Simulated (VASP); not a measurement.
# ReP2 (CdI2 type) (P-3m1) in VASP: further runs

The runs below take ReP2 (CdI2 type) through electric field gradients, density of states, with PBE.

Program: VASP 6.6.1. These are calculated values, not measurements. Logs are shortened: lines on timing, memory, paths and dates and some standing lists are left out, and cuts for length are marked.

### Step 1. The cell of the first run

The structure is trigonal, space group P-3m1 (No. 164). The conventional cell has a = 3.088 Å, b = 3.088 Å, c = 5.150 Å, α = 90.00°, β = 90.00°, γ = 120.00°. Within 3.2 Å of Re (site symmetry -3m) lie 6 P at 2.45 Å and 6 Re at 3.09 Å. P (site symmetry 3m) has 3 Re at 2.45 Å and 9 P at 2.53 to 3.09 Å within 3.2 Å.

### Step 2. Electric field gradients, PBE

INCAR

```
SYSTEM = ReP2
PREC = Accurate
ENCUT = 520
EDIFF = 1E-8
ISMEAR = -1
SIGMA = 0.08
LREAL = .FALSE.
LASPH = .TRUE.
NELM = 80
ALGO = Normal
ISIF = 2
LWAVE = .FALSE.
LCHARG = .FALSE.
GGA = PE
LEFG = .TRUE.
NBANDS = 16
```

KPOINTS

```
Automatic mesh
0
G
  12 12 7
  0 0 0
```

POSCAR

```
ReP2
1.0
    3.0882765819      0.0000000000      0.0000000000
   -1.5441382909      2.6745259738      0.0000000000
    0.0000000000      0.0000000000      5.1501274434
Re P
1 2
Direct
    0.0000000000      0.0000000000      0.0000000000
    0.3333333333      0.6666666667      0.3253328333
    0.6666666667      0.3333333333      0.6746671667
```

Potentials or basis: VASP PAW PBE potentials, release 64 (Re, P).

Started as:

```console
> cat potpaw_PBE.64/Re/POTCAR potpaw_PBE.64/P/POTCAR > POTCAR
> mpirun -np 1 vasp_std > vasp.out
```

OUTCAR:

```text
SYSTEM = ReP2
   PREC = Accurate
   ENCUT = 520
   EDIFF = 1E-8
   ISMEAR = -1
   LREAL = .FALSE.
   LASPH = .TRUE.
   NELM = 80
   ISIF = 2
   GGA = PE

 ion  position               nearest neighbor table
   1  0.000  0.000  0.000-   2 2.45   3 2.45   2 2.45   3 2.45   3 2.45   2 2.45
   2  0.333  0.667  0.325-   1 2.45   1 2.45   1 2.45   3 2.53   3 2.53   3 2.53
   3  0.667  0.333  0.675-   1 2.45   1 2.45   1 2.45   2 2.53   2 2.53   2 2.53

  LATTYP: Found a hexagonal cell.
 ALAT       =     3.0882765819
 C/A-ratio  =     1.6676380197

  Lattice vectors:

 A1 = (   3.0882765819,   0.0000000000,   0.0000000000)
 A2 = (  -1.5441382909,   2.6745259738,   0.0000000000)
 A3 = (   0.0000000000,   0.0000000000,   5.1501274434)

Analysis of symmetry for initial positions (statically):
=====================================================================
 Subroutine PRICEL returns:
 Original cell was already a primitive cell.

 Routine SETGRP: Setting up the symmetry group for a
 hexagonal supercell.

 Subroutine GETGRP returns: Found 12 space group operations
 (whereof 12 operations were pure point group operations)
 out of a pool of 24 trial point group operations.

The static configuration has the point symmetry D_3d.

Analysis of symmetry for dynamics (positions and initial velocities):
=====================================================================
 Subroutine PRICEL returns:
 Original cell was already a primitive cell.

 Routine SETGRP: Setting up the symmetry group for a
 hexagonal supercell.

 Subroutine GETGRP returns: Found 12 space group operations
 (whereof 12 operations were pure point group operations)
 out of a pool of 24 trial point group operations.

The dynamic configuration has the point symmetry D_3d.

 Subroutine INISYM returns: Found 12 space group operations
 (whereof 12 operations are pure point group operations),
 and found     1 'primitive' translations

----------------------------------------------------------------------------------------

                                     Primitive cell

  volume of cell :      42.5384

[... 125 lines left out ...]
 NGX is ok and might be reduce to    24
   NGX = 11   NGY = 11   NGZ = 19

 number of electron      17.0000001 magnetization

 Free energy of the ion-electron system (eV)
  ---------------------------------------------------
  ext. energy  EPLUGINS =         0.00000000
  ---------------------------------------------------
  free energy    TOTEN  =       -23.52883260 eV

  energy without entropy =      -23.49794854  energy(sigma->0) =      -23.51339057

 E-fermi :   9.6607     XC(G=0): -12.2848

 val. band max:        9.6538540522   @ k =  -0.0833   0.3333   0.4286
 cond. band min:       9.6668049945   @ k =   0.0833   0.0833   0.0000
 fundamental gap:      0.0129509423
 Fermi energy:         9.6606964901

 k-point     1 :       0.0000    0.0000    0.0000
  band No.  band energies     occupation
      1      -5.9515      2.00000
      2      -0.7091      2.00000
      3       1.0104      2.00000
      4       6.2360      2.00000
      5       6.2360      2.00000
      6       7.5483      2.00000
[... 433 lines left out ...]
      3       2.1995      2.00000
      4       5.6033      2.00000
      5       6.5004      2.00000
      6       7.1476      2.00000
[... 8 lines left out ...]
     15      17.6183      0.00000
     16      18.7105      0.00000

 [... further k-points ...]
[... 5 lines left out ...]
  --------------------------------------------------------------------------------------
  -------------------------------------------------------------------------------------
  Total        0.0787302      0.0787302      0.0857605      0.0000000      0.0000000     -0.0000000
  in kB        2.9653172      2.9653172      3.2301073      0.0000000      0.0000000     -0.0000000
  external PRESSURE =       3.0535805 kB  Pullay stress =       0.0000000 kB

 VOLUME and BASIS-vectors are now :
 -----------------------------------------------------------------------------
  energy-cutoff  :      520.00
  volume of cell :       42.54
      direct lattice vectors                 reciprocal lattice vectors
     3.088276582  0.000000000  0.000000000     0.323805195  0.186949016  0.000000000
    -1.544138291  2.674525974  0.000000000     0.000000000  0.373898033  0.000000000
     0.000000000  0.000000000  5.150127443     0.000000000  0.000000000  0.194169952

 POSITION                                       TOTAL-FORCE (eV/Angst)
 -----------------------------------------------------------------------------------
      0.00000      0.00000      0.00000         0.000000      0.000000     -0.000000
     -0.00000      1.78302      1.67551        -0.000000      0.000000      0.057519
      1.54414      0.89151      3.47462         0.000000     -0.000000     -0.057519
 -----------------------------------------------------------------------------------
    total drift:                               -0.000000      0.000000      0.000000

  FREE ENERGIE OF THE ION-ELECTRON SYSTEM (eV)
  ---------------------------------------------------
  free  energy   TOTEN  =       -23.5288326035 eV

  energy  without entropy=      -23.4979485408  energy(sigma->0) =      -23.51339057

 Electric field gradients (V/A^2)
---------------------------------------------------------------------
 ion       V_xx      V_yy      V_zz      V_xy      V_xz      V_yz
---------------------------------------------------------------------
   1     135.686   135.686  -271.372    -0.000    -0.000     0.000
   2      10.877    10.877   -21.754     0.000     0.000    -0.000
   3      10.877    10.877   -21.754     0.000     0.000    -0.000
---------------------------------------------------------------------

 Electric field gradients after diagonalization (V/A^2)
 (convention: |V_zz| > |V_xx| > |V_yy|)
----------------------------------------------------------------------
 ion       V_xx      V_yy      V_zz     asymmetry (V_yy - V_xx)/ V_zz
----------------------------------------------------------------------
   1     135.686   135.686  -271.372       0.000
   2      10.877    10.877   -21.754       0.000
   3      10.877    10.877   -21.754       0.000
----------------------------------------------------------------------

           NMR quadrupolar parameters

 Cq : quadrupolar parameter    Cq=e*Q*V_zz/h
 eta: asymmetry parameters     (V_yy - V_xx)/ V_zz
 Q  : nuclear electric quadrupole moment in mb (millibarn)
----------------------------------------------------------------------
 ion       Cq(MHz)       eta       Q (mb)
----------------------------------------------------------------------
   1      -0.656       0.000       1.000
   2      -0.053       0.000       1.000
   3      -0.053       0.000       1.000
----------------------------------------------------------------------
```

OSZICAR:

```text
N       E                     dE             d eps       ncg     rms          rms(c)
DAV:   1     0.432922220229E+02    0.43292E+02   -0.74222E+03  5392   0.106E+03
DAV:   2    -0.223747074631E+02   -0.65667E+02   -0.60015E+02  5712   0.231E+02
DAV:   3    -0.245550771615E+02   -0.21804E+01   -0.21342E+01  5688   0.437E+01
DAV:   4    -0.245733272630E+02   -0.18250E-01   -0.18178E-01  4568   0.294E+00
DAV:   5    -0.245738089651E+02   -0.48170E-03   -0.48143E-03  5680   0.494E-01    0.339E+01
DAV:   6    -0.238957857921E+02    0.67802E+00   -0.33720E+00  6128   0.500E+01    0.896E+00
DAV:   7    -0.237246750647E+02    0.17111E+00   -0.17453E+00  6128   0.333E+01    0.102E+01
DAV:   8    -0.235284552414E+02    0.19622E+00   -0.33330E-01  5968   0.164E+01    0.926E-01
DAV:   9    -0.235291255011E+02   -0.67026E-03   -0.31496E-02  5592   0.140E+00    0.224E-01
DAV:  10    -0.235288530305E+02    0.27247E-03   -0.10466E-03  4912   0.551E-01    0.175E-01
DAV:  11    -0.235288432525E+02    0.97780E-05   -0.14192E-04  5744   0.101E-01    0.839E-02
DAV:  12    -0.235288321739E+02    0.11079E-04   -0.10949E-04  5584   0.225E-01    0.224E-02
DAV:  13    -0.235288328382E+02   -0.66434E-06   -0.33683E-06  5560   0.198E-02    0.108E-02
DAV:  14    -0.235288327281E+02    0.11012E-06   -0.32169E-07  5592   0.413E-03    0.484E-03
DAV:  15    -0.235288326608E+02    0.67246E-07   -0.14756E-08  4080   0.284E-03    0.235E-03
DAV:  16    -0.235288325833E+02    0.77484E-07   -0.57634E-08  5016   0.396E-03    0.138E-03
DAV:  17    -0.235288326044E+02   -0.21091E-07   -0.14167E-08  3520   0.135E-03    0.457E-04
DAV:  18    -0.235288326035E+02    0.94451E-09   -0.10301E-09  2832   0.592E-04
   1 F= -.23528833E+02 E0= -.23513391E+02  d E =-.308841E-01
```

stdout:

```text
POSCAR found type information on POSCAR ReP
 POSCAR found :  2 types and       3 ions
 scaLAPACK will be used
 LDA part: xc-table for (Slater+PW92), standard interpolation
 POSCAR, INCAR and KPOINTS ok, starting setup
 FFT: planning ... GRIDC
 FFT: planning ... GRID_SOFT
 FFT: planning ... GRID
 WAVECAR not read
 entering main loop
ion   1

ion   2

ion   3
```

It took 32 s on 1 thread of Intel Xeon 6975P-C (Granite Rapids), shared host; peak memory 0.21 GiB.

What came out:

```yaml
Free_energy: -23.5288 eV
Pressure: 0.3 GPa
Largest_force: 0.058 eV/Å
```

Forces in eV/Å, atoms in the order of the input:
```
Re   0.000  0.000  0.000
P    0.000  0.000  0.058
P    0.000  0.000 -0.058
```

Electric field gradients, principal values (V/Å²):
```csv
atom,least,middle,greatest (by size)
1 Re,135.686,135.686,-271.372
2 P,10.877,10.877,-21.754
3 P,10.877,10.877,-21.754
```

Caveat: without QUAD_EFG the Cq values of the log hold for a quadrupole moment of 1 mb, not for the nuclei; spin-orbit coupling is left out, which moves the levels of the heavy elements.

### Step 3. Density of states, PBE

POSCAR is that of step 2.

INCAR.step1

```
SYSTEM = ReP2
  ALGO = Normal
  EDIFF = 1E-6
  ENCUT = 520
  GGA = PE
  ISIF = 2
  ISMEAR = -1
  LASPH = .True.
  LCHARG = .True.
  LMAXMIX = 4
  LREAL = .False.
  LWAVE = .False.
  NBANDS = 16
  NELM = 80
  PREC = Accurate
  SIGMA = 0.08
```

KPOINTS.step1

```
k-points
0
Gamma
  12 12 7
  0 0 0
```

INCAR.step2

```
SYSTEM = ReP2
  ALGO = Normal
  EDIFF = 1E-6
  ENCUT = 520
  GGA = PE
  ICHARG = 11
  ISIF = 2
  ISMEAR = -5
  LASPH = .True.
  LCHARG = .False.
  LMAXMIX = 4
  LORBIT = 10
  LREAL = .False.
  LWAVE = .False.
  NBANDS = 16
  NEDOS = 1001
  NELM = 80
  PREC = Accurate
  SIGMA = 0.08
```

KPOINTS.step2

```
k-points
0
Gamma
  18 18 11
  0 0 0
```

Potentials or basis: VASP PAW PBE potentials, release 64 (Re, P).

Started as:

```console
> cat potpaw_PBE.64/Re/POTCAR potpaw_PBE.64/P/POTCAR > POTCAR
> cp INCAR.step1 INCAR
> cp KPOINTS.step1 KPOINTS
> mpirun -np 1 vasp_std > vasp.out
> cp INCAR.step2 INCAR
> cp KPOINTS.step2 KPOINTS
> mpirun -np 1 vasp_std > vasp.out
```

Run time: 65 s. Hardware: 1 thread of Intel Xeon 6975P-C (Granite Rapids), shared host; peak memory 0.34 GiB.

It converged, with:

| Item | Value |
| --- | --- |
| Valence electrons inside the program's atomic spheres | Re 6.14; P 2.43 |

Levels at points of the mesh, in eV from the Fermi level:
```csv
k point,band 4,band 5,band 6,band 7,band 8,band 9,band 10,band 11,band 12,band 13
"(0.00, 0.00, 0.00)",-3.42,-3.42,-2.11,-1.05,-1.05,2.71,2.71,2.75,2.75,3.96
"(0.50, 0.00, 0.00)",-5.13,-4.74,-3.16,-2.67,-1.71,-1.46,1.31,2.47,3.35,5.95
```

Caveat: spin-orbit coupling is left out, which moves the levels of the heavy elements; tetrahedron occupations give inexact forces and stress in metals.
